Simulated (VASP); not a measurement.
Hf:

```
Hf
1.0
     3.19670    0.00000    0.00000
    -1.59835    2.76842    0.00000
     0.00000    0.00000    5.05780
Hf
2
Cartesian
  1.5984 0.9228 3.7934
  0.0000 1.8456 1.2645
```

* Program: VASP 6.6.1
* Task: relaxation of cell and atoms
* Functional: RPBE
* Potentials or basis: VASP PAW PBE potentials, release 64 (Hf_pv)
* Cutoff: 600 eV
* k mesh: 10 × 10 × 5
* Occupations: fermi-dirac, width 0.05 eV
* Spin: no spin polarisation

At the start: pressure 3.0 GPa; volume 22.38 Å³/atom.

Task: How do energy, volume and symmetry change on relaxing?

Result: Over 5 steps the energy falls by 5.8 meV/atom and the volume is 23.00 Å³/atom (+2.8 %); space group P6_3/mmc (No. 194, to 0.1 Å) before and after.

The path:
| step | energy change (eV) | largest force (eV/Å) | pressure (GPa) | volume (Å³) |
| --- | --- | --- | --- | --- |
| 1 | 0.0000 | 0.0000 | 2.98 | 44.76 |
| 2 | 0.0030 | 0.0000 | -3.07 | 47.51 |
| 3 | -0.0116 | 0.0000 | -0.02 | 46.03 |
| 4 | -0.0116 | 0.0000 | 0.02 | 46.01 |
| 5 | -0.0117 | 0.0000 | 0.04 | 46.01 |

Final structure:
```yaml
crystal:
  lattice:
    - [3.23007, 0.00000, 0.00000]
    - [-1.61504, 2.79733, 0.00000]
    - [0.00000, 0.00000, 5.09179]
  atoms:
    - { symbol: Hf, position: [0.66667, 0.33333, 0.75000] }
    - { symbol: Hf, position: [0.33333, 0.66667, 0.25000] }
```

Caveat: the PAW data sets were made with another functional, which shifts forces and pressure a little.
